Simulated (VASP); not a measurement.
# Ga2As2H in VASP: notebook

Runs on Ga2As2H. Level: PBE. Tasks: single point.

All numbers are computed with VASP 6.6.1; they aren't measurements. Logs are shortened: lines on timing, memory, paths and dates and some standing lists are left out, and cuts for length are marked.

## Step 1: The cell of the first run

The cell holds a slab with vacuum, 5 atoms: a = 4.063 Å, b = 4.063 Å, c = 19.890 Å, α = 90.00°, β = 90.00°, γ = 90.00°.

## Step 2: Single point, PBE, collinear spin, ferromagnetic start

File INCAR:

```
SYSTEM = Ga2As2H
PREC     = Accurate       ! precision mode
ENCUT    = 520            ! plane-wave cutoff, eV
EDIFF    = 1E-7           ! SCF threshold, eV
ISMEAR   = 0              ! smearing method
SIGMA    = 0.05           ! smearing width, eV
LREAL    = .FALSE.        ! projectors in reciprocal space
LASPH    = .TRUE.         ! aspherical terms in the spheres
NELM     = 150            ! most SCF steps
ALGO     = Normal         ! electronic algorithm
ISIF     = 2              ! what is computed and relaxed
LWAVE    = .FALSE.        ! write WAVECAR
LCHARG   = .FALSE.        ! write CHGCAR
ISPIN    = 2              ! spin polarisation
MAGMOM   = 0 0 0 0 1      ! initial moments
LORBIT   = 11             ! projections on sites
LDIPOL   = .TRUE.       
IDIPOL   = 3            
DIPOL    = 0.5 0.5 0.332
GGA      = PE             ! functional
NBANDS   = 30             ! bands
```

File KPOINTS:

```
regular mesh
0
G
  7 7 1
  0 0 0
```

File POSCAR:

```
Ga2As2H
1.0
    4.0629609257      0.0000000000      0.0000000000
    0.0000000000      4.0629609257      0.0000000000
    0.0000000000      0.0000000000     19.8904986560
As Ga H
2 2 1
Direct
    0.0000000000      0.5000000000      0.2011010417
    0.5000000000      0.0000000000      0.3511019680
    0.5000000000      0.5000000000      0.2733201266
    0.0000000000      0.0000000000      0.4218345051
    0.5000000000      0.2500000000      0.4124348708
```

Potentials or basis: VASP PAW PBE potentials, release 64 (As, Ga_d, H).

Run with:

```bash
> cat potpaw_PBE.64/As/POTCAR potpaw_PBE.64/Ga_d/POTCAR potpaw_PBE.64/H/POTCAR > POTCAR
> mpirun -np 1 vasp_std > vasp.out
```

OUTCAR:

```text
SYSTEM = Ga2As2H
   PREC = Accurate
   ENCUT = 520
   EDIFF = 1E-7
   ISMEAR = 0
   LREAL = .FALSE.
   LASPH = .TRUE.
   NELM = 150
   ISIF = 2
   ISPIN = 2
   LORBIT = 11
   GGA = PE

 ion  position               nearest neighbor table
   1  0.000  0.500  0.201-   3 2.49   3 2.49
   2  0.500  0.000  0.351-   5 1.59   4 2.47   4 2.47   3 2.55   3 2.55
   3  0.500  0.500  0.273-   1 2.49   1 2.49   2 2.55   2 2.55
   4  0.000  0.000  0.422-   2 2.47   2 2.47
   5  0.500  0.250  0.412-   2 1.59

  LATTYP: Found a simple tetragonal cell.
 ALAT       =     4.0629609257
 C/A-ratio  =     4.8955673017

  Lattice vectors:

 A1 = (   4.0629609257,   0.0000000000,   0.0000000000)
 A2 = (   0.0000000000,   4.0629609257,   0.0000000000)
 A3 = (   0.0000000000,   0.0000000000,  19.8904986560)

Analysis of symmetry for initial positions (statically):
=====================================================================
 Subroutine PRICEL returns:
 Original cell was already a primitive cell.

 Routine SETGRP: Setting up the symmetry group for a
 simple tetragonal supercell.

 Subroutine GETGRP returns: Found  2 space group operations
 (whereof  2 operations were pure point group operations)
 out of a pool of 16 trial point group operations.

The static configuration has the point symmetry C_1h.

Analysis of symmetry for dynamics (positions and initial velocities):
=====================================================================
 Subroutine PRICEL returns:
 Original cell was already a primitive cell.

 Routine SETGRP: Setting up the symmetry group for a
 simple tetragonal supercell.

 Subroutine GETGRP returns: Found  2 space group operations
 (whereof  2 operations were pure point group operations)
 out of a pool of 16 trial point group operations.

The dynamic configuration has the point symmetry C_1h.

Analysis of structural, dynamic, and magnetic symmetry:
=====================================================================
 Subroutine PRICEL returns:
 Original cell was already a primitive cell.

 Routine SETGRP: Setting up the symmetry group for a
 simple tetragonal supercell.

 Subroutine GETGRP returns: Found  2 space group operations
 (whereof  2 operations were pure point group operations)
 out of a pool of 16 trial point group operations.

The overall configuration has the point symmetry C_1h.

 Subroutine INISYM returns: Found  2 space group operations
 (whereof  2 operations are pure point group operations),
[... 133 lines left out ...]

 number of electron      37.0000033 magnetization       0.0002164

 number of electron      37.0000033 magnetization      -0.0003071

 dipolmoment           0.000000      0.000000     -0.042513 electrons x Angstroem

 Free energy of the ion-electron system (eV)
  ---------------------------------------------------
  ext. energy  EPLUGINS =         0.00000000
  ---------------------------------------------------
  free energy    TOTEN  =       -15.80238700 eV

  energy without entropy =      -15.79722067  energy(sigma->0) =      -15.79980383

 E-fermi :  -2.3702     XC(G=0):  -3.6630

 val. band max:       -2.3741090721   @ k =  -0.1429   0.2857   0.0000
 cond. band min:      -2.2967888436   @ k =   0.0000   0.1429   0.0000
 fundamental gap:      0.0773202285
 Fermi energy:        -2.3701940281

 spin component 1

 k-point     1 :       0.0000    0.0000    0.0000
  band No.  band energies     occupation
      1     -17.2937      1.00000
      2     -17.2524      1.00000
      3     -17.2151      1.00000
      4     -17.1952      1.00000
      5     -17.1402      1.00000
      6     -17.1054      1.00000
[... 517 lines left out ...]
     29       5.6941      0.00000
     30       5.8392      0.00000
 Fermi energy:        -2.3701940281

 spin component 2

 k-point     1 :       0.0000    0.0000    0.0000
  band No.  band energies     occupation
      1     -17.2938      1.00000
      2     -17.2524      1.00000
      3     -17.2151      1.00000
      4     -17.1952      1.00000
      5     -17.1402      1.00000
      6     -17.1054      1.00000
[... 517 lines left out ...]
     29       5.6926      0.00000
     30       5.8377      0.00000

------------------------ aborting loop because EDIFF is reached ----------------------------------------

 vacuum level on the upper side and lower side of the slab       (xc-potential included)        -0.246         0.192

  FORCE on cell =-STRESS in cart. coord.  units (eV):
  Direction    XX          YY          ZZ          XY          YZ          ZX
  --------------------------------------------------------------------------------------
  -------------------------------------------------------------------------------------
  Total        3.1684991     -1.0269964      2.2160292      0.0000000     -0.1968464      0.0000000
  in kB       15.4608443     -5.0112786     10.8132213      0.0000000     -0.9605215      0.0000000
  external PRESSURE =       7.0875957 kB  Pullay stress =       0.0000000 kB

 VOLUME and BASIS-vectors are now :
 -----------------------------------------------------------------------------
  energy-cutoff  :      520.00
  volume of cell :      328.35
      direct lattice vectors                 reciprocal lattice vectors
     4.062960926  0.000000000  0.000000000     0.246125921  0.000000000  0.000000000
     0.000000000  4.062960926  0.000000000     0.000000000  0.246125921  0.000000000
     0.000000000  0.000000000 19.890498656     0.000000000  0.000000000  0.050275260

 POSITION                                       TOTAL-FORCE (eV/Angst)
 -----------------------------------------------------------------------------------
      0.00000      2.03148      4.00000         0.000000      0.302257      0.586235
      2.03148      0.00000      6.98359         0.000000      1.125233     -0.954999
      2.03148      2.03148      5.43647         0.000000     -0.916171     -1.174048
      0.00000      0.00000      8.39050         0.000000     -0.475606      1.490900
      2.03148      1.01574      8.20354         0.000000     -0.035713      0.051912
 -----------------------------------------------------------------------------------
    total drift:                                0.000000      0.000039     -0.000523

  FREE ENERGIE OF THE ION-ELECTRON SYSTEM (eV)
  ---------------------------------------------------
  free  energy   TOTEN  =       -15.8023869967 eV

  energy  without entropy=      -15.7972206683  energy(sigma->0) =      -15.79980383

 vacuum level on the upper side and lower side of the slab         2.349         2.784

 total charge

# of ion       s       p       d       tot
------------------------------------------
    1        1.290   1.343   0.016   2.649
    2        1.239   1.566   0.056   2.860
    3        0.936   0.679   9.976  11.590
    4        1.114   0.484   9.955  11.554
    5        0.499   0.020   0.000   0.520
--------------------------------------------------
tot          5.078   4.092  20.003  29.173

 magnetization (x)

# of ion       s       p       d       tot
------------------------------------------
    1       -0.000  -0.000  -0.000  -0.000
    2       -0.000  -0.000  -0.000  -0.000
    3        0.000  -0.000  -0.000  -0.000
    4       -0.000  -0.000  -0.000  -0.000
    5       -0.000  -0.000   0.000  -0.000
--------------------------------------------------
tot         -0.000  -0.000  -0.000  -0.000
```

Run time: 5.8 min. Hardware: 1 thread of Intel Xeon 6975P-C (Granite Rapids), shared host; peak memory 0.62 GiB.

What came out:

| Item | Value |
| --- | --- |
| Free energy | -15.8024 eV |
| Largest force | 1.565 eV/Å |
| Net moment | 0.00 μB per cell |
| Valence electrons inside the program's atomic spheres | As 2.65, 2.86; Ga 11.59, 11.55; H 0.52 |

Forces on the atoms (eV/Å):
```
As   0.000  0.302  0.586
As   0.000  1.125 -0.955
Ga   0.000 -0.916 -1.174
Ga   0.000 -0.476  1.491
H    0.000 -0.036  0.052
```

Levels at points of the mesh, in eV from the Fermi level:
Spin up:
| k point | band 15 | band 16 | band 17 | band 18 | band 19 | band 20 | band 21 | band 22 |
| --- | --- | --- | --- | --- | --- | --- | --- | --- |
| (0.00, 0.00, 0.00) | -2.84 | -2.31 | -0.78 | -0.65 | 0.29 | 0.84 | 1.87 | 2.38 |
Spin down:
| k point | band 16 | band 17 | band 18 | band 19 | band 20 | band 21 |
| --- | --- | --- | --- | --- | --- | --- |
| (0.00, 0.00, 0.00) | -2.31 | -0.78 | -0.65 | 0.29 | 0.84 | 1.87 |

## Step 3: Single point, PBE, collinear spin, ferromagnetic start

File INCAR:

```
PREC = Accurate
ENCUT = 520
EDIFF = 1E-7
ISMEAR = 0
SIGMA = 0.05
LREAL = F
LASPH = T
NELM = 150
ALGO = Normal
ISIF = 2
LWAVE = F
LCHARG = F
ISPIN = 2
MAGMOM = 0 0 0 0 1
LORBIT = 11
LDIPOL = T
IDIPOL = 3
DIPOL = 0.5 0.5 0.339
GGA = PE
NBANDS = 30
```

File KPOINTS:

```
regular mesh
0
Gamma
  7 7 1
```

POSCAR: that of step 2 with these lines changed.

```diff
@@ -12,2 +12,2 @@
     0.0000000000      0.0000000000      0.4218345051
-    0.5000000000      0.2500000000      0.4124348708
+    0.2500000000      0.5000000000      0.4490610987
```

Potentials or basis: VASP PAW PBE potentials, release 64 (As, Ga_d, H).

Run with:

```bash
> cat potpaw_PBE.64/As/POTCAR potpaw_PBE.64/Ga_d/POTCAR potpaw_PBE.64/H/POTCAR > POTCAR
> mpirun -np 1 vasp_std > vasp.out
```

OUTCAR:

```text
PREC = Accurate
   ENCUT = 520
   EDIFF = 1E-7
   ISMEAR = 0
   LREAL = F
   LASPH = T
   NELM = 150
   ISIF = 2
   ISPIN = 2
   LORBIT = 11
   GGA = PE

 ion  position               nearest neighbor table
   1  0.000  0.500  0.201-   3 2.49   3 2.49
   2  0.500  0.000  0.351-   4 2.47   4 2.47   3 2.55   3 2.55
   3  0.500  0.500  0.273-   1 2.49   1 2.49   2 2.55   2 2.55
   4  0.000  0.000  0.422-   2 2.47   2 2.47
   5  0.250  0.500  0.449-

  LATTYP: Found a simple tetragonal cell.
 ALAT       =     4.0629609257
 C/A-ratio  =     4.8955673017

  Lattice vectors:

[... 1281 lines left out ...]
     0.000000000  0.000000000 19.890498656     0.000000000  0.000000000  0.050275260

 POSITION                                       TOTAL-FORCE (eV/Angst)
 -----------------------------------------------------------------------------------
      0.00000      2.03148      4.00000         0.089957      0.000000      0.344069
      2.03148      0.00000      6.98359         0.104199      0.000000     -0.157109
      2.03148      2.03148      5.43647         0.096783      0.000000     -0.095411
      0.00000      0.00000      8.39050         0.966065      0.000000     -0.090501
      1.01574      2.03148      8.93205        -1.257004      0.000000     -0.001048
 -----------------------------------------------------------------------------------
    total drift:                               -0.000015      0.000000     -0.000571

  FREE ENERGIE OF THE ION-ELECTRON SYSTEM (eV)
  ---------------------------------------------------
  free  energy   TOTEN  =       -16.3282150548 eV

  energy  without entropy=      -16.3240043912  energy(sigma->0) =      -16.32610972

 vacuum level on the upper side and lower side of the slab         1.896         2.994

 total charge

# of ion       s       p       d       tot
------------------------------------------
    1        1.290   1.342   0.016   2.648
    2        1.245   1.485   0.031   2.761
    3        0.903   0.723   9.976  11.602
    4        0.962   0.528   9.958  11.449
    5        0.423   0.003   0.000   0.426
--------------------------------------------------
tot          4.824   4.081  19.981  28.885

 magnetization (x)

# of ion       s       p       d       tot
------------------------------------------
    1        0.000   0.018   0.000   0.019
    2        0.000   0.004   0.000   0.004
    3       -0.001  -0.000   0.001  -0.000
    4       -0.001  -0.000   0.000  -0.001
    5        0.003   0.000   0.000   0.003
--------------------------------------------------
tot          0.001   0.022   0.001   0.024
```

OSZICAR:

```text
N       E                     dE             d eps       ncg     rms          rms(c)
DAV:   1     0.216499002787E+03    0.21650E+03   -0.15513E+04  2016   0.109E+03
DAV:   2     0.103216028869E+02   -0.20618E+03   -0.19871E+03  2210   0.254E+02
DAV:   3    -0.146217633321E+02   -0.24943E+02   -0.24715E+02  2448   0.923E+01
[... 26 lines left out ...]
DAV:  30    -0.163282127843E+02   -0.20452E-05   -0.54331E-08  1638   0.880E-04    0.219E-04
DAV:  31    -0.163282139132E+02   -0.11289E-05   -0.45301E-08  1574   0.716E-04    0.139E-04
DAV:  32    -0.163282145825E+02   -0.66932E-06   -0.29536E-08  1572   0.574E-04    0.104E-04
DAV:  33    -0.163282148509E+02   -0.26846E-06   -0.15981E-08  1684   0.414E-04    0.790E-05
DAV:  34    -0.163282149985E+02   -0.14753E-06   -0.58348E-09  1640   0.288E-04    0.236E-05
DAV:  35    -0.163282150548E+02   -0.56300E-07   -0.13770E-09  1712   0.174E-04
   1 F= -.16328215E+02 E0= -.16326110E+02  d E =-.421066E-02  mag=     0.0552
```

stdout:

```text
POSCAR found type information on POSCAR AsGaH
 POSCAR found :  3 types and       5 ions
 scaLAPACK will be used
 LDA part: xc-table for (Slater+PW92), standard interpolation
 POSCAR, INCAR and KPOINTS ok, starting setup
 FFT: planning ... GRIDC
 FFT: planning ... GRID_SOFT
 FFT: planning ... GRID
 WAVECAR not read
 entering main loop
```

It took 20 min on 1 thread of Oxide Virtual Turin-like, shared host; peak memory 0.56 GiB.

What came out:

- Free energy: -16.3282 eV
- Largest force: 1.257 eV/Å
- Net moment: 0.06 μB per cell
- Valence electrons inside the program's atomic spheres: As 2.65, 2.76; Ga 11.60, 11.45; H 0.43

Forces in eV/Å, atoms in the order of the input:
```
As   0.090  0.000  0.344
As   0.104  0.000 -0.157
Ga   0.097  0.000 -0.095
Ga   0.966  0.000 -0.091
H   -1.257  0.000 -0.001
```

## Step 4: Single point, PBE, collinear spin, ferromagnetic start

File INCAR:

```
PREC = Accurate
ENCUT = 520
EDIFF = 1E-7
ISMEAR = 0
SIGMA = 0.05
LREAL = False
LASPH = True
NELM = 150
ALGO = Normal
ISIF = 2
LWAVE = False
LCHARG = False
ISPIN = 2
MAGMOM = 0 0 0 0 1
LORBIT = 11
LDIPOL = True
IDIPOL = 3
DIPOL = 0.5 0.5 0.342
GGA = PE
NBANDS = 30
```

KPOINTS is that of step 3.

POSCAR: that of step 3 with these lines changed.

```diff
@@ -12,2 +12,2 @@
     0.0000000000      0.0000000000      0.4218345051
-    0.2500000000      0.5000000000      0.4490610987
+    0.0000000000      0.3750000000      0.4631315711
```

Run with:

```bash
> cat potpaw_PBE.64/As/POTCAR potpaw_PBE.64/Ga_d/POTCAR potpaw_PBE.64/H/POTCAR > POTCAR
> mpirun -np 1 vasp_std > vasp.out
```

Wall time 13 min (1 thread of Oxide Virtual Turin-like, shared host); peak memory 0.56 GiB.

It converged, with:

```
Free energy                                           : -17.2103 eV
Largest force                                         : 1.146 eV/Å
Net moment                                            : 0.14 μB per cell
Site moments                                          : As +0.06, +0.00; Ga -0.00; H +0.00 μB
Valence electrons inside the program's atomic spheres : As 2.65, 2.77; Ga 11.60, 11.54; H 0.50
```

Forces on the atoms (eV/Å):
```
As   0.000 -0.141  0.240
As   0.000 -0.765  0.231
Ga   0.000  0.296 -0.068
Ga   0.000  1.082 -0.378
H    0.000 -0.471 -0.025
```

Levels at points of the mesh, in eV from the Fermi level:
Spin up:
| k point | band 16 | band 17 | band 18 | band 19 | band 20 | band 21 |
| --- | --- | --- | --- | --- | --- | --- |
| (0.00, 0.00, 0.00) | -1.29 | -0.27 | -0.23 | 0.88 | 2.06 | 2.25 |
Spin down:
```tsv
k point	band 14	band 15	band 16	band 17	band 18	band 19	band 20	band 21	band 22	band 23
(0.00, 0.00, 0.00)	-3.21	-1.56	-1.27	-0.25	-0.19	1.04	2.08	2.27	2.80	3.20
```

## Step 5: Single point, PBE, collinear spin, ferromagnetic start

File INCAR:

```
SYSTEM = Ga2As2H
PREC = Accurate
ENCUT = 520
EDIFF = 1E-6
ISMEAR = 0
SIGMA = 0.05
LREAL = .FALSE.
LASPH = .TRUE.
NELM = 150
ALGO = Normal
ISIF = 2
LWAVE = .FALSE.
LCHARG = .FALSE.
ISPIN = 2
MAGMOM = 0 0 0 0 1
LORBIT = 11
LDIPOL = .TRUE.
IDIPOL = 3
DIPOL = 0.5 0.5 0.345
GGA = PE
NBANDS = 30
```

File KPOINTS:

```
Automatic mesh
0
G
  7 7 1
  0 0 0
```

POSCAR: that of step 4 with these lines changed.

```diff
@@ -12,2 +12,2 @@
     0.0000000000      0.0000000000      0.4218345051
-    0.0000000000      0.3750000000      0.4631315711
+    0.3750000000      0.0000000000      0.4756250400
```

Run with:

```bash
> cat potpaw_PBE.64/As/POTCAR potpaw_PBE.64/Ga_d/POTCAR potpaw_PBE.64/H/POTCAR > POTCAR
> mpirun -np 1 vasp_std > vasp.out
```

It took 8.5 min on 1 thread of Oxide Virtual Turin-like, shared host; peak memory 0.57 GiB.

It converged, with:

```yaml
Free_energy: -16.2437 eV
Largest_force: 1.818 eV/Å
Net_moment: 0.00 μB per cell
Valence_electrons_inside_the_program's_atomic_spheres: As 2.65, 2.77; Ga 11.60, 11.52; H 0.45
```

Forces on the atoms (eV/Å):
```
As   0.201  0.000  0.429
As   0.021  0.000 -0.831
Ga   0.219  0.000 -0.408
Ga   1.377  0.000  0.806
H   -1.818  0.000  0.003
```

Levels at points of the mesh, in eV from the Fermi level:
Spin up:
| k point | band 16 | band 17 | band 18 | band 19 | band 20 | band 21 |
| --- | --- | --- | --- | --- | --- | --- |
| (0.00, 0.00, 0.00) | -1.65 | -0.79 | -0.33 | 0.75 | 0.77 | 2.15 |
Spin down:
```csv
k point,band 15,band 16,band 17,band 18,band 19,band 20,band 21,band 22
"(0.00, 0.00, 0.00)",-2.07,-1.65,-0.79,-0.33,0.75,0.77,2.15,2.70
```
